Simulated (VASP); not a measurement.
A run of VASP 6.6.1 is set up as follows.

Contents of INCAR:

```
  PREC = Accurate
  ENCUT = 600
  EDIFF = 1E-6
  ISMEAR = 0
  SIGMA = 0.1
  LREAL = F
  LASPH = T
  NELM = 80
  ALGO = Normal
  ISIF = 3
  LWAVE = F
  LCHARG = F
  GGA = PS
  IBRION = 2
  NSW = 70
  EDIFFG = -0.008
  PSTRESS = 30.0
```

Contents of KPOINTS:

```
Automatic mesh
0
Gamma
  14 14 14
```

POSCAR

```
ZrS
1.0
    0.0000000000      2.5587409613      2.5587409613
    2.5587409613      0.0000000000      2.5587409613
    2.5587409613      2.5587409613      0.0000000000
Zr S
1 1
Direct
    0.0000000000      0.0000000000      0.0000000000
    0.5000000000      0.5000000000      0.5000000000
```

Potentials or basis: VASP PAW PBE potentials, release 64 (Zr_sv, S).

Launch:

```bash
$ cat potpaw_PBE.64/Zr_sv/POTCAR potpaw_PBE.64/S/POTCAR > POTCAR
$ mpirun -np 1 vasp_std > vasp.out
```

Task: What does it give for the relaxed volume?

Result: 16.93 Å³/atom.

Task: Predict the relaxed cell.

Result: a = 3.631 Å, b = 3.631 Å, c = 3.631 Å, α = 60.00°, β = 60.00°, γ = 60.00°.

Task: What does it give for the space group after relaxing (to 0.1 Å)?

Result: Fm-3m (No. 225).

The path:
```csv
step,energy change (eV),largest force (eV/Å),pressure (GPa),volume (Å³)
1,0.0000,0.0000,4.75,33.50
2,-0.0145,0.0000,0.54,34.40
3,-0.0086,0.0000,2.99,33.86
```

Caveat: the cell is relaxed towards a set pressure, so the run minimises the enthalpy, not the energy; the highest band is partly filled, so the run has too few bands; the PAW data sets were made with another functional, which shifts forces and pressure a little. Zero-point motion and thermal expansion aren't in these numbers.
